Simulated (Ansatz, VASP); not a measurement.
**One calculation of CdTe, two programs**

```
Cd Te
1.0
     0.00000    3.30945    3.30945
     3.30945    0.00000    3.30945
     3.30945    3.30945    0.00000
Cd Te
1 1
Direct
  0.00000 0.00000 0.00000
  0.75000 0.75000 0.75000
```

Alike in both runs: functional PBE; k mesh 8 × 8 × 8; occupations gaussian, width 0.02 eV; no spin polarisation.

Ansatz relaxed the structure, and its values are those at the end. VASP's run is a single point on that final structure, the one shown.

|  | VASP | Ansatz |
| --- | --- | --- |
| version | VASP 6.6.1 | Ansatz 0.2.0 |
| potentials or method | VASP PAW PBE potentials, release 64 (Cd, Te), cutoff 500 eV | scalar-relativistic, plane waves, PAW |
| valence electrons in the cell | 18 | 36 |

Ansatz gave:

```
gap on the k mesh at the Fermi level (eV) : 0.58
pressure (GPa)                            : 0.0
```

Problem. Which values does VASP return?

Solution. gap on the k mesh at the Fermi level (eV): 0.58; pressure (GPa): 0.1.

VASP's potentials hold 18 valence electrons a cell and Ansatz's 36, so a difference there can come from the potentials and not from the codes.

Spin-orbit coupling is off throughout.
